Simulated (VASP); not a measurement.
# Co (P6_3/mmc) in VASP: further runs, part 2 of 2

VASP 6.6.1.

## 4. Single point, PBE, collinear spin, ferromagnetic start

Input file INCAR:

```
PREC     = Accurate       # precision mode
ENCUT    = 520            # plane-wave cutoff, eV
EDIFF    = 1E-6           # SCF threshold, eV
ISMEAR   = -1             # smearing method
SIGMA    = 0.1            # smearing width, eV
LREAL    = F              # projectors in reciprocal space
LASPH    = T              # aspherical terms in the spheres
NELM     = 150            # most SCF steps
ALGO     = Normal         # electronic algorithm
ISIF     = 2              # what is computed and relaxed
LWAVE    = F              # write WAVECAR
LCHARG   = T              # write CHGCAR
ISPIN    = 2              # spin polarisation
MAGMOM   = 1.7 1.7        # initial moments
LORBIT   = 11             # projections on sites
LMAXMIX  = 4              # l up to which the mixer works
GGA      = PE             # functional
LELF     = T              # ELF
LVHAR    = T            
NBANDS   = 20             # bands
```

Input file KPOINTS:

```
regular mesh
0
Gamma
  18 18 10
```

Input file POSCAR:

```
Co
1.0
    2.4195667804      0.0000000000      0.0000000000
   -1.2097833902      2.0954062980      0.0000000000
    0.0000000000      0.0000000000      3.9121719687
Co
2
Direct
    0.3333333333      0.6666666667      0.2500000000
    0.6666666667      0.3333333333      0.7500000000
```

Potentials or basis: VASP PAW PBE potentials, release 64 (Co).

Started as:

```console
cat potpaw_PBE.64/Co/POTCAR > POTCAR
mpirun -np 1 vasp_std > vasp.out
```

OUTCAR:

```text
PREC = Accurate
   ENCUT = 520
   EDIFF = 1E-6
   ISMEAR = -1
   LREAL = F
   LASPH = T
   NELM = 150
   ISIF = 2
   ISPIN = 2
   LORBIT = 11
   GGA = PE

 ion  position               nearest neighbor table
   1  0.333  0.667  0.250-   2 2.40   2 2.40   2 2.40   2 2.40   2 2.40   2 2.40
   2  0.667  0.333  0.750-   1 2.40   1 2.40   1 2.40   1 2.40   1 2.40   1 2.40

  LATTYP: Found a hexagonal cell.
 ALAT       =     2.4195667804
 C/A-ratio  =     1.6168894367

  Lattice vectors:

 A1 = (   2.4195667804,   0.0000000000,   0.0000000000)
 A2 = (  -1.2097833902,   2.0954062980,   0.0000000000)
 A3 = (   0.0000000000,   0.0000000000,   3.9121719687)

Analysis of symmetry for initial positions (statically):
=====================================================================
 Subroutine PRICEL returns:
 Original cell was already a primitive cell.

 Routine SETGRP: Setting up the symmetry group for a
 hexagonal supercell.

 Subroutine GETGRP returns: Found 24 space group operations
 (whereof 12 operations were pure point group operations)
 out of a pool of 24 trial point group operations.

The static configuration has the point symmetry D_3d.
 The point group associated with its full space group is D_6h.

Analysis of symmetry for dynamics (positions and initial velocities):
=====================================================================
 Subroutine PRICEL returns:
 Original cell was already a primitive cell.

 Routine SETGRP: Setting up the symmetry group for a
 hexagonal supercell.

 Subroutine GETGRP returns: Found 24 space group operations
 (whereof 12 operations were pure point group operations)
 out of a pool of 24 trial point group operations.

The dynamic configuration has the point symmetry D_3d.
 The point group associated with its full space group is D_6h.

Analysis of structural, dynamic, and magnetic symmetry:
=====================================================================
 Subroutine PRICEL returns:
 Original cell was already a primitive cell.

 Routine SETGRP: Setting up the symmetry group for a
 hexagonal supercell.

 Subroutine GETGRP returns: Found 24 space group operations
 (whereof 12 operations were pure point group operations)
 out of a pool of 24 trial point group operations.

The overall configuration has the point symmetry D_3d.
 The point group associated with its full space group is D_6h.

 Subroutine INISYM returns: Found 24 space group operations
 (whereof 12 operations are pure point group operations),
 and found     1 'primitive' translations

----------------------------------------------------------------------------------------

                                     Primitive cell

  volume of cell :      19.8346

  direct lattice vectors                    reciprocal lattice vectors
     2.419566780  0.000000000  0.000000000     0.413297127  0.238617208  0.000000000
    -1.209783390  2.095406298  0.000000000     0.000000000  0.477234416  0.000000000
     0.000000000  0.000000000  3.912171969     0.000000000  0.000000000  0.255612485

  length of vectors
     2.419566780  2.419566780  3.912171969     0.477234416  0.477234416  0.255612485

  position of ions in fractional coordinates (direct lattice)
     0.333333333  0.666666667  0.250000000
     0.666666667  0.333333333  0.750000000
[... 64 lines left out ...]
   ions per type =               2
   NGX,Y,Z   is equivalent  to a cutoff of  12.37, 12.37, 12.75 a.u.
   NGXF,Y,Z  is equivalent  to a cutoff of  24.74, 24.74, 25.50 a.u.
 SYSTEM =  unknown system
   PREC   = accura    normal or accurate (medium, high low for compatibility)
   ISTART =      0    job   : 0-new  1-cont  2-samecut
   ICHARG =      2    charge: 1-file 2-atom 10-const
   ISPIN  =      2    spin polarized calculation?
   LNONCOLLINEAR =      F non collinear calculations
   LSORBIT =      F    spin-orbit coupling
   LASPH  =      T    aspherical Exc in radial PAW
   ENCUT  =  520.0 eV  38.22 Ry    6.18 a.u.   4.50  4.50  7.27*2*pi/ulx,y,z
   NELM   =    150;   NELMIN=  2; NELMDL= -5     # of ELM steps
   EDIFF  = 0.1E-05   stopping-criterion for ELM
   LREAL  =      F    real-space projection
   EDIFFG = 0.1E-04   stopping-criterion for IOM
   NSW    =      0    number of steps for IOM
   IBRION =     -1    ionic relax: 0-MD 1-quasi-New 2-CG
   NFREE  =      0    steps in history (QN), initial steepest desc. (CG)
   ISIF   =      2    stress and relaxation
   ISYM   =      2    0-nonsym 1-usesym 2-fastsym
   POTIM  = 0.5000    time-step for ionic-motion
   TEBEG  =    0.0;   TEEND  =   0.0 temperature during run
   PSTRESS=    0.0 pullay stress
   NELECT =      18.0000    total number of electrons
   NUPDOWN=      -1.0000    fix difference up-down
   EMIN   =  10.00;   EMAX   =-10.00  energy-range for DOS
   EFERMI =   0.00;   METHOD = LEGACY
   ISMEAR =    -1;   SIGMA  =   0.10  broadening in eV -4-tet -1-fermi 0-gaus
   EFERMI_NEDOS =   21; number of points for ismear=-14 and -15
   IALGO  =     38    algorithm
   IMIX   =      4    mixing-type and parameters
     AMIX     =   0.40;   BMIX     =  1.00
     AMIX_MAG =   1.60;   BMIX_MAG =  1.00
  volume/ion in A,a.u.               =       9.92        66.93
  Fermi-wavevector in a.u.,A,eV,Ry     =   1.584982  2.995182 34.180130  2.512169
  Thomas-Fermi vector in A             =   2.684517
   LORBIT       =     11    0 simple, 1 ext, 2 COOP (PROOUT), +10 PAW based schemes
   GGA     = PE    functional components
   LHFCALC =     F    Hartree Fock is set to
   AEXX    =    0.0000 exact exchange contribution
   IVDW    =     0    specifies the selected vdW correction
   LEPSILON=     F    determine dielectric tensor
   LRPA    =     F    only Hartree local field effects (RPA)
 spin polarized calculation
  energy-cutoff  :      520.00
  volume of cell :       19.83
 maximum number of plane-waves:       551
 NGX is ok and might be reduce to    18
   NGX =  9   NGY =  9   NGZ = 15

 number of electron      18.0000002 magnetization       3.0568801

 Free energy of the ion-electron system (eV)
  ---------------------------------------------------
  ext. energy  EPLUGINS =         0.00000000
  ---------------------------------------------------
  free energy    TOTEN  =       -13.98163463 eV

  energy without entropy =      -13.92308240  energy(sigma->0) =      -13.95235851

 E-fermi :  11.5760     XC(G=0): -13.9415

 val. band max:       11.5722580166   @ k =   0.1667   0.0556   0.0000
 cond. band min:      11.5772767454   @ k =   0.0556   0.0000   0.2000
 fundamental gap:      0.0050187287
 Fermi energy:        11.5759703895

 spin component 1

 k-point     1 :       0.0000    0.0000    0.0000
  band No.  band energies     occupation
      1       2.1425      1.00000
      2       6.0261      1.00000
      3       8.8606      1.00000
      4       8.8822      1.00000
      5       8.8822      1.00000
      6       9.2459      1.00000
[... 541 lines left out ...]
     19      35.6930      0.00000
     20      38.1966      0.00000

 [... further k-points ...]

 spin component 2

 k-point     1 :       0.0000    0.0000    0.0000
  band No.  band energies     occupation
      1       2.1561      1.00000
      2       6.9238      1.00000
      3      10.4109      0.99999
      4      10.4334      0.99999
      5      10.4334      0.99999
      6      10.8517      0.99929
[... 541 lines left out ...]
     19      36.0145      0.00000
     20      38.5725      0.00000

 [... further k-points ...]
[... 5 lines left out ...]
  --------------------------------------------------------------------------------------
  -------------------------------------------------------------------------------------
  Total        2.8278481      2.8278481      2.8105902      0.0000000     -0.0000000      0.0000000
  in kB      228.4245973    228.4245973    227.0305541      0.0000000     -0.0000000      0.0000000
  external PRESSURE =     227.9599163 kB  Pullay stress =       0.0000000 kB

 VOLUME and BASIS-vectors are now :
 -----------------------------------------------------------------------------
  energy-cutoff  :      520.00
  volume of cell :       19.83
      direct lattice vectors                 reciprocal lattice vectors
     2.419566780  0.000000000  0.000000000     0.413297127  0.238617208  0.000000000
    -1.209783390  2.095406298  0.000000000     0.000000000  0.477234416  0.000000000
     0.000000000  0.000000000  3.912171969     0.000000000  0.000000000  0.255612485

 POSITION                                       TOTAL-FORCE (eV/Angst)
 -----------------------------------------------------------------------------------
     -0.00000      1.39694      0.97804        -0.000000      0.000000      0.000000
      1.20978      0.69847      2.93413         0.000000     -0.000000      0.000000
 -----------------------------------------------------------------------------------
    total drift:                                0.000000     -0.000000     -0.000000

  FREE ENERGIE OF THE ION-ELECTRON SYSTEM (eV)
  ---------------------------------------------------
  free  energy   TOTEN  =       -13.9816346256 eV

  energy  without entropy=      -13.9230824003  energy(sigma->0) =      -13.95235851

 total charge

# of ion       s       p       d       tot
------------------------------------------
    1        0.529   0.605   7.332   8.465
    2        0.529   0.605   7.332   8.465
--------------------------------------------------
tot          1.057   1.209  14.663  16.930

 magnetization (x)

# of ion       s       p       d       tot
------------------------------------------
    1       -0.016  -0.055   1.602   1.531
    2       -0.016  -0.055   1.602   1.531
--------------------------------------------------
tot         -0.032  -0.110   3.204   3.062
```

Run time: 3 min. Hardware: 1 thread of Intel Xeon 8259CL, shared host; peak memory 0.23 GiB.

What came out:

```yaml
Free_energy: -13.9816 eV
Pressure: 22.8 GPa
Net_moment: 3.06 μB per cell
Site_moments: Co +1.53 μB
Valence_electrons_inside_the_program's_atomic_spheres: Co 8.46
```

Stress tensor (GPa, compression positive):
```
22.84  0.00  0.00
 0.00 22.84  0.00
 0.00  0.00 22.70
```

Caveat: the cell stands under pressure.

## 5. Summary

| cell | gap on the mesh (eV) | pressure (GPa) | moment (μB) |
| --- | --- | --- | --- |
| a = 2.418, b = 2.418, c = 3.917 Å, angles 90.0, 90.0, 120.0°, 2 atoms | none | 22.8 | 3.06 |
| a = 2.420, b = 2.420, c = 3.913 Å, angles 90.0, 90.0, 120.0°, 2 atoms | none | 22.8 | 3.06 |
| a = 2.420, b = 2.420, c = 3.912 Å, angles 90.0, 90.0, 120.0°, 2 atoms | none | 22.8 | 3.06 |

Alike in all rows: task single point; level PBE; potentials or basis VASP PAW PBE potentials, release 64 (Co); spin collinear, ferromagnetic start; k mesh 18 × 18 × 10; cutoff (eV) 520; smearing fermi-dirac 0.1 eV.

Caveats: the cell stands under pressure.

Absolute energies hang on the potentials; compare differences alone.
